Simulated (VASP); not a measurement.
# W (Im-3m) in VASP: single point with PBEsol

Aim: the single point of W with PBEsol.

Everything below comes from runs of VASP 6.6.1. Logs are shortened: lines on timing, memory, paths and dates and some standing lists are left out, and cuts for length are marked.

## 1. The cell of the first run

The structure is cubic, space group Im-3m (No. 229). The conventional cell has a = 3.154 Å, b = 3.154 Å, c = 3.154 Å, α = 90.00°, β = 90.00°, γ = 90.00°. W (site symmetry m-3m) has 14 W at 2.73 to 3.15 Å within 3.6 Å.

## 2. Single point, PBEsol

File INCAR:

```
PREC = Accurate
ENCUT = 500
EDIFF = 1E-6
ISMEAR = -1
SIGMA = 0.05
LREAL = False
LASPH = True
NELM = 120
ALGO = Normal
ISIF = 2
LWAVE = False
LCHARG = False
GGA = PS
NBANDS = 13
GGA_COMPAT = False
```

File KPOINTS:

```
Automatic mesh
0
Gamma
  19 19 19
```

File POSCAR:

```
W
1.0
   -1.5767711598      1.5767711598      1.5767711598
    1.5767711598     -1.5767711598      1.5767711598
    1.5767711598      1.5767711598     -1.5767711598
W
1
Direct
    0.0000000000      0.0000000000      0.0000000000
```

Potentials or basis: VASP PAW PBE potentials, release 64 (W_sv).

Launch:

```sh
$ cat potpaw_PBE.64/W_sv/POTCAR > POTCAR
$ mpirun -np 1 vasp_std > vasp.out
```

OUTCAR:

```text
PREC = Accurate
   ENCUT = 500
   EDIFF = 1E-6
   ISMEAR = -1
   LREAL = False
   LASPH = True
   NELM = 120
   ISIF = 2
   GGA = PS

 ion  position               nearest neighbor table
   1  0.000  0.000  0.000-

  LATTYP: Found a body centered cubic cell.
 ALAT       =     3.1535423196

  Lattice vectors:

 A1 = (  -1.5767711598,   1.5767711598,   1.5767711598)
 A2 = (   1.5767711598,  -1.5767711598,   1.5767711598)
 A3 = (   1.5767711598,   1.5767711598,  -1.5767711598)

Analysis of symmetry for initial positions (statically):
=====================================================================
 Subroutine PRICEL returns:
 Original cell was already a primitive cell.

 Routine SETGRP: Setting up the symmetry group for a
 body centered cubic supercell.

 Subroutine GETGRP returns: Found 48 space group operations
 (whereof 48 operations were pure point group operations)
 out of a pool of 48 trial point group operations.

The static configuration has the point symmetry O_h .

Analysis of symmetry for dynamics (positions and initial velocities):
=====================================================================
 Subroutine PRICEL returns:
 Original cell was already a primitive cell.

 Routine SETGRP: Setting up the symmetry group for a
 body centered cubic supercell.

 Subroutine GETGRP returns: Found 48 space group operations
 (whereof 48 operations were pure point group operations)
 out of a pool of 48 trial point group operations.

The dynamic configuration has the point symmetry O_h .

 Subroutine INISYM returns: Found 48 space group operations
 (whereof 48 operations are pure point group operations),
 and found     1 'primitive' translations

----------------------------------------------------------------------------------------

                                     Primitive cell

  volume of cell :      15.6807

  direct lattice vectors                    reciprocal lattice vectors
    -1.576771160  1.576771160  1.576771160     0.000000000  0.317103720  0.317103720
     1.576771160 -1.576771160  1.576771160     0.317103720  0.000000000  0.317103720
     1.576771160  1.576771160 -1.576771160     0.317103720  0.317103720  0.000000000

  length of vectors
     2.731047761  2.731047761  2.731047761     0.448452381  0.448452381  0.448452381

  position of ions in fractional coordinates (direct lattice)
     0.000000000  0.000000000  0.000000000

  ion indices of the primitive-cell ions
   primitive index   ion index
                 1           1

----------------------------------------------------------------------------------------

 KPOINTS: Automatic mesh

Automatic generation of k-mesh.
 Grid dimensions read from file:
 generate k-points for:   19   19   19

 Generating k-lattice:

  Cartesian coordinates                     Fractional coordinates (reciprocal lattice)
     0.000000000  0.016689669  0.016689669     0.052631579  0.000000000  0.000000000
     0.016689669  0.000000000  0.016689669     0.000000000  0.052631579  0.000000000
     0.016689669  0.016689669  0.000000000     0.000000000  0.000000000  0.052631579

  Length of vectors
     0.023602757  0.023602757  0.023602757

  Shift w.r.t. Gamma in fractional coordinates (k-lattice)
     0.000000000  0.000000000  0.000000000

 Subroutine IBZKPT returns following result:
 ===========================================

 Found    220 irreducible k-points:

 Following reciprocal coordinates:
            Coordinates               Weight
  0.000000  0.000000  0.000000      1.000000
  0.052632  0.000000  0.000000     12.000000
  0.105263  0.000000  0.000000     12.000000
  0.157895  0.000000  0.000000     12.000000
  0.210526  0.000000  0.000000     12.000000
  0.263158  0.000000  0.000000     12.000000
[... 16 lines left out ...]
  0.263158  0.105263  0.000000     48.000000
  0.315789  0.105263 -0.000000     48.000000
 [... further k-points ...]
   k-points           NKPTS =    220   k-points in BZ     NKDIM =    220   number of bands    NBANDS=     13
   number of dos      NEDOS =    301   number of ions     NIONS =      1
   total plane-waves  NPLWV =   8000
   dimension x,y,z NGX =    20 NGY =   20 NGZ =   20
   dimension x,y,z NGXF=    40 NGYF=   40 NGZF=   40
   ions per type =               1
   NGX,Y,Z   is equivalent  to a cutoff of  12.17, 12.17, 12.17 a.u.
   NGXF,Y,Z  is equivalent  to a cutoff of  24.35, 24.35, 24.35 a.u.
 SYSTEM =  unknown system
   PREC   = accura    normal or accurate (medium, high low for compatibility)
   ISTART =      0    job   : 0-new  1-cont  2-samecut
   ICHARG =      2    charge: 1-file 2-atom 10-const
   ISPIN  =      1    spin polarized calculation?
   LNONCOLLINEAR =      F non collinear calculations
   LSORBIT =      F    spin-orbit coupling
   LASPH  =      T    aspherical Exc in radial PAW
   ENCUT  =  500.0 eV  36.75 Ry    6.06 a.u.   4.98  4.98  4.98*2*pi/ulx,y,z
   NELM   =    120;   NELMIN=  2; NELMDL= -5     # of ELM steps
   EDIFF  = 0.1E-05   stopping-criterion for ELM
   LREAL  =      F    real-space projection
   EDIFFG = 0.1E-04   stopping-criterion for IOM
   NSW    =      0    number of steps for IOM
   IBRION =     -1    ionic relax: 0-MD 1-quasi-New 2-CG
   NFREE  =      0    steps in history (QN), initial steepest desc. (CG)
   ISIF   =      2    stress and relaxation
   ISYM   =      2    0-nonsym 1-usesym 2-fastsym
   POTIM  = 0.5000    time-step for ionic-motion
   TEBEG  =    0.0;   TEEND  =   0.0 temperature during run
   PSTRESS=    0.0 pullay stress
   NELECT =      14.0000    total number of electrons
   NUPDOWN=      -1.0000    fix difference up-down
   EMIN   =  10.00;   EMAX   =-10.00  energy-range for DOS
   EFERMI =   0.00;   METHOD = LEGACY
   ISMEAR =    -1;   SIGMA  =   0.05  broadening in eV -4-tet -1-fermi 0-gaus
   EFERMI_NEDOS =   21; number of points for ismear=-14 and -15
   IALGO  =     38    algorithm
   IMIX   =      4    mixing-type and parameters
     AMIX     =   0.40;   BMIX     =  1.00
     AMIX_MAG =   1.60;   BMIX_MAG =  1.00
  volume/ion in A,a.u.               =      15.68       105.82
  Fermi-wavevector in a.u.,A,eV,Ry     =   1.576385  2.978935 33.810319  2.484988
  Thomas-Fermi vector in A             =   2.677226
   LORBIT       =      0    0 simple, 1 ext, 2 COOP (PROOUT), +10 PAW based schemes
   GGA     = PS    functional components
   LHFCALC =     F    Hartree Fock is set to
   AEXX    =    0.0000 exact exchange contribution
   IVDW    =     0    specifies the selected vdW correction
   LEPSILON=     F    determine dielectric tensor
   LRPA    =     F    only Hartree local field effects (RPA)
 non-spin polarized calculation
  energy-cutoff  :      500.00
  volume of cell :       15.68
 maximum number of plane-waves:       414
   NGX =  9   NGY =  9   NGZ =  9

 number of electron      14.0000005 magnetization

 Free energy of the ion-electron system (eV)
  ---------------------------------------------------
  ext. energy  EPLUGINS =         0.00000000
  ---------------------------------------------------
  free energy    TOTEN  =       -13.80844890 eV

  energy without entropy =      -13.80541679  energy(sigma->0) =      -13.80693285

 E-fermi :  11.3989     XC(G=0): -13.8219

 val. band max:       11.3755393226   @ k =  -0.3158   0.3684   0.2632
 cond. band min:      11.3995119380   @ k =  -0.3158   0.3158   0.2105
 fundamental gap:      0.0239726154
 Fermi energy:        11.3988954755

 k-point     1 :       0.0000    0.0000    0.0000
  band No.  band energies     occupation
      1     -62.6948      2.00000
      2     -26.2366      2.00000
      3     -26.2366      2.00000
      4     -26.2366      2.00000
      5       1.7185      2.00000
      6      10.1819      2.00000
      7      10.1819      2.00000
      8      10.1819      2.00000
      9      13.6956      0.00000
     10      13.6956      0.00000
     11      25.9977      0.00000
     12      25.9977      0.00000
     13      25.9977      0.00000

 k-point     2 :       0.0526    0.0000    0.0000
  band No.  band energies     occupation
      1     -62.6910      2.00000
      2     -26.2761      2.00000
      3     -26.2488      2.00000
      4     -26.2368      2.00000
      5       1.8553      2.00000
      6      10.0979      2.00000
      7      10.1636      2.00000
      8      10.3137      2.00000
      9      13.5584      0.00000
     10      13.6961      0.00000
     11      26.1165      0.00000
     12      26.2298      0.00000
     13      26.3404      0.00000

 k-point     3 :       0.1053    0.0000    0.0000
  band No.  band energies     occupation
      1     -62.6801      2.00000
      2     -26.3892      2.00000
      3     -26.2841      2.00000
      4     -26.2374      2.00000
      5       2.2519      2.00000
      6       9.8642      2.00000
      7      10.0857      2.00000
      8      10.7053      2.00000
      9      13.2553      0.00000
     10      13.7039      0.00000
     11      26.4227      0.00000
     12      26.9069      0.00000
     13      27.2330      0.00000

 k-point     4 :       0.1579    0.0000    0.0000
  band No.  band energies     occupation
      1     -62.6630      2.00000
      2     -26.5607      2.00000
      3     -26.3382      2.00000
      4     -26.2384      2.00000
      5       2.8636      2.00000
      6       9.5263      2.00000
      7       9.9074      2.00000
      8      11.3451      1.49133
      9      13.0100      0.00000
     10      13.7343      0.00000
     11      26.7335      0.00000
     12      27.9793      0.00000
     13      28.2710      0.00000

 k-point     5 :       0.2105    0.0000    0.0000
  band No.  band energies     occupation
      1     -62.6418      2.00000
      2     -26.7692      2.00000
      3     -26.4049      2.00000
      4     -26.2396      2.00000
      5       3.6047      2.00000
      6       9.1387      2.00000
      7       9.6665      2.00000
      8      12.2122      0.00000
      9      12.9695      0.00000
     10      13.8043      0.00000
     11      26.6931      0.00000
     12      28.6669      0.00000
     13      29.3843      0.00000
[... 257 lines left out ...]
 k-point    22 :       0.2105    0.1053    0.0000
  band No.  band energies     occupation
      1     -62.6114      2.00000
      2     -27.0254      2.00000
      3     -26.4844      2.00000
      4     -26.2905      2.00000
      5       4.6800      2.00000
      6       8.7605      2.00000
      7       9.1766      2.00000
      8      12.7619      0.00000
      9      13.8505      0.00000
     10      14.2529      0.00000
     11      26.3218      0.00000
     12      27.8577      0.00000
     13      30.2956      0.00000

 k-point    23 :       0.2632    0.1053    0.0000
  band No.  band energies     occupation
      1     -62.5900      2.00000
      2     -27.2059      2.00000
      3     -26.5654      2.00000
      4     -26.2941      2.00000
      5       5.2274      2.00000
      6       8.4332      2.00000
      7       9.3334      2.00000
      8      13.0198      0.00000
      9      14.3848      0.00000
     10      15.0971      0.00000
     11      25.1590      0.00000
     12      26.6964      0.00000
     13      31.3218      0.00000

 k-point    24 :       0.3158    0.1053   -0.0000
  band No.  band energies     occupation
      1     -62.5714      2.00000
      2     -27.3579      2.00000
      3     -26.6359      2.00000
      4     -26.2967      2.00000
      5       5.4647      2.00000
      6       8.1795      2.00000
      7       9.8858      2.00000
      8      13.3204      0.00000
      9      14.5170      0.00000
     10      16.3698      0.00000
     11      24.0442      0.00000
     12      25.2925      0.00000
     13      30.0312      0.00000

 [... further k-points ...]

------------------------ aborting loop because EDIFF is reached ----------------------------------------

  FORCE on cell =-STRESS in cart. coord.  units (eV):
  Direction    XX          YY          ZZ          XY          YZ          ZX
  --------------------------------------------------------------------------------------
  -------------------------------------------------------------------------------------
  Total        0.0616114      0.0616114      0.0616114      0.0000000      0.0000000     -0.0000000
  in kB        6.2951407      6.2951407      6.2951407      0.0000000      0.0000000     -0.0000000
  external PRESSURE =       6.2951407 kB  Pullay stress =       0.0000000 kB

 VOLUME and BASIS-vectors are now :
 -----------------------------------------------------------------------------
  energy-cutoff  :      500.00
  volume of cell :       15.68
      direct lattice vectors                 reciprocal lattice vectors
    -1.576771160  1.576771160  1.576771160     0.000000000  0.317103720  0.317103720
     1.576771160 -1.576771160  1.576771160     0.317103720  0.000000000  0.317103720
     1.576771160  1.576771160 -1.576771160     0.317103720  0.317103720  0.000000000

 POSITION                                       TOTAL-FORCE (eV/Angst)
 -----------------------------------------------------------------------------------
      0.00000      0.00000      0.00000         0.000000      0.000000      0.000000
 -----------------------------------------------------------------------------------
    total drift:                                0.000000      0.000000      0.000000

  FREE ENERGIE OF THE ION-ELECTRON SYSTEM (eV)
  ---------------------------------------------------
  free  energy   TOTEN  =       -13.8084489028 eV

  energy  without entropy=      -13.8054167948  energy(sigma->0) =      -13.80693285
```

Run time: 12 s. Hardware: 1 thread of Intel Xeon 6975P-C (Granite Rapids), shared host; peak memory 0.16 GiB.

What came out:

```yaml
Free_energy: -13.8084 eV
Pressure: 0.6 GPa
Band_gap_on_the_k_mesh: zero (band 7 reaches 16.34 eV, above the bottom of band 8 at 10.18 eV)
```

Levels at points of the mesh, in eV from the Fermi level:
| k point | band 4 | band 5 | band 6 | band 7 | band 8 | band 9 | band 10 | band 11 |
| --- | --- | --- | --- | --- | --- | --- | --- | --- |
| (0.00, 0.00, 0.00) | -37.64 | -9.68 | -1.22 | -1.22 | -1.22 | 2.30 | 2.30 | 14.60 |

Caveat: the PAW data sets were made with another functional, which shifts forces and pressure a little; spin-orbit coupling is left out, which moves the levels of the heavy elements.
